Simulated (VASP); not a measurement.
Write the native input for VASP 6.6.1 that does the following.

```
Task                   : relaxation of cell and atoms
Functional             : PBE
Dispersion             : D3(BJ)
Potentials or basis    : VASP PAW PBE potentials, release 64 (B, N)
Cutoff                 : 600 eV
k mesh                 : 12 × 12 × 12
Occupations            : gaussian, width 0.01 eV
Spin                   : no spin polarisation
Dipole correction      : no
Further INCAR settings : ALGO = Normal; EDIFF = 1e-07; IBRION = 2; EDIFFG = -0.001; NSW = 80; ISIF = 3
```

The structure of BN lies in POSCAR:

```
BN
1.0
    1.2530569069      0.7234527425      3.2948837565
   -1.2530569069      0.7234527425      3.2948837565
    0.0000000000     -1.4469054851      3.2948837565
B N
1 1
Direct
    0.9996975442      0.9996975442      0.9996975442
    0.3327354558      0.3327354558      0.3327354558
```

One way to write it, as run:

INCAR

```
SYSTEM = BN
PREC     = Accurate       ! precision mode
ENCUT    = 600            ! plane-wave cutoff, eV
EDIFF    = 1E-7           ! SCF threshold, eV
ISMEAR   = 0              ! smearing method
SIGMA    = 0.01           ! smearing width, eV
LREAL    = .False.        ! projectors in reciprocal space
LASPH    = .True.         ! aspherical terms in the spheres
NELM     = 60             ! most SCF steps
ALGO     = Normal         ! electronic algorithm
ISIF     = 3              ! what is computed and relaxed
LWAVE    = .False.        ! write WAVECAR
LCHARG   = .False.        ! write CHGCAR
GGA      = PE             ! functional
IVDW     = 12             ! dispersion correction
IBRION   = 2              ! ionic algorithm
NSW      = 80             ! ionic steps
EDIFFG   = -0.001         ! ionic threshold
```

KPOINTS

```
Automatic mesh
0
Gamma
  12 12 12
  0 0 0
```

Potentials or basis: VASP PAW PBE potentials, release 64 (B, N).

Run with:

```sh
$ cat potpaw_PBE.64/B/POTCAR potpaw_PBE.64/N/POTCAR > POTCAR
$ mpirun -np 1 vasp_std > vasp.out
```

It gave:

The relaxed volume is 8.88 Å³/atom. The relaxed cell is a = 3.572 Å, b = 3.572 Å, c = 3.572 Å, α = 41.07°, β = 41.07°, γ = 41.07°, the space group after relaxing (to 0.1 Å) is R3m (No. 160) and the energy gained by relaxing is 0.1 meV/atom. The ionic steps are 14 and the pressure after relaxing is 0.0 GPa. The band gap on the k mesh is 4.22 eV (least direct gap 4.69 eV) and the dispersion energy per atom is -0.144 eV.

Run time: 8.2 min on 1 thread of AMD EPYC 7R43 64-Core Processor (Zen 3) (shared host), peak memory 0.17 GiB.
